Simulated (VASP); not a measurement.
Zn, 1 atom in the cell. The structure is cubic, space group Im-3m (No. 229). The conventional cell has a = 3.138 Å, b = 3.138 Å, c = 3.138 Å, α = 90.00°, β = 90.00°, γ = 90.00°. Within 3.6 Å of Zn (site symmetry m-3m) lie 14 Zn at 2.72 to 3.14 Å. 

| Item | Value |
| --- | --- |
| Program | VASP 6.6.1 |
| Task | relaxation of cell and atoms |
| Functional | LDA |
| Potentials or basis | VASP PAW LDA potentials, release 64 (Zn) |
| Cutoff | 600 eV |
| k mesh | 12 × 12 × 12 |
| Occupations | fermi-dirac, width 0.05 eV |
| Spin | no spin polarisation |
| Dipole correction | no |
| Further INCAR settings | ALGO = Normal; EDIFF = 1e-06; IBRION = 2; EDIFFG = -0.01; NSW = 60; ISIF = 3 |

Potentials or basis: VASP PAW LDA potentials, release 64 (Zn).

Run with:

```console
$ cat potpaw_LDA.64/Zn/POTCAR > POTCAR
$ mpirun -np 1 vasp_std > vasp.out
```

Hardware: 1 thread of Intel Xeon 6975P-C, on a shared host.

Task: How long does it take, and how much memory?

Result: Wall time 15 s on 1 thread of Intel Xeon 6975P-C (shared host), peak memory 0.14 GiB. Counts: scf iterations 29, k points 72, ion steps 4.
